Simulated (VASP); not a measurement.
Crystal: Si4O.

```
Si O
1.0
    -2.80023    2.80023    2.80023
     2.80023   -2.80023    2.80023
     2.80023    2.80023   -2.80023
Si O
4 1
Direct
  0.34960 0.34960 0.34960
  0.65040 0.00000 0.00000
  0.00000 0.00000 0.65040
  0.00000 0.65040 0.00000
  0.00000 0.00000 0.00000
```

```yaml
Program: VASP 6.6.1
Task: relaxation of cell and atoms
Functional: PBE
Potentials_or_basis: VASP PAW PBE potentials, release 64 (Si, O)
Cutoff: 600 eV
k_mesh: 4 × 4 × 4
Occupations: gaussian, width 0.1 eV
Spin: no spin polarisation
```

At the start: pressure 9.9 GPa; volume 17.57 Å³/atom.

Question: How do energy, volume and symmetry change on relaxing?

Answer: Over 9 steps the energy falls by 633.6 meV/atom and the volume is 15.45 Å³/atom (-12.1 %); space group I-43m (No. 217, to 0.05 Å).

The path:
```
step  energy change (eV)  largest force (eV/Å)  pressure (GPa)  volume (Å³)
   1              0.0000                5.2017            9.89        87.83
   2             -1.9202                0.3066          -10.74       102.35
   3             -1.9931                0.8773           -8.39        98.97
   4             -2.7654                0.7756           -5.62        87.37
   5             -3.1292                0.4081            1.80        76.15
   6             -3.1287                0.3890            2.31        75.73
   7             -3.1666                0.0314            0.71        76.56
   8             -3.1673                0.0159            0.47        76.69
   9             -3.1680                0.0005           -0.11        77.23
```

Final structure:
```yaml
crystal:
  lattice:
    - [-2.68277, 2.68277, 2.68277]
    - [2.68277, -2.68277, 2.68277]
    - [2.68277, 2.68277, -2.68277]
  atoms:
    - { symbol: Si, position: [0.43060, 0.43060, 0.43060] }
    - { symbol: Si, position: [0.56940, 0.00000, 0.00000] }
    - { symbol: Si, position: [0.00000, 0.00000, 0.56940] }
    - { symbol: Si, position: [0.00000, 0.56940, 0.00000] }
    - { symbol: O, position: [0.00000, 0.00000, 0.00000] }
```

Caveat: the k points lie up to 0.41 Å⁻¹ apart in the final cell.
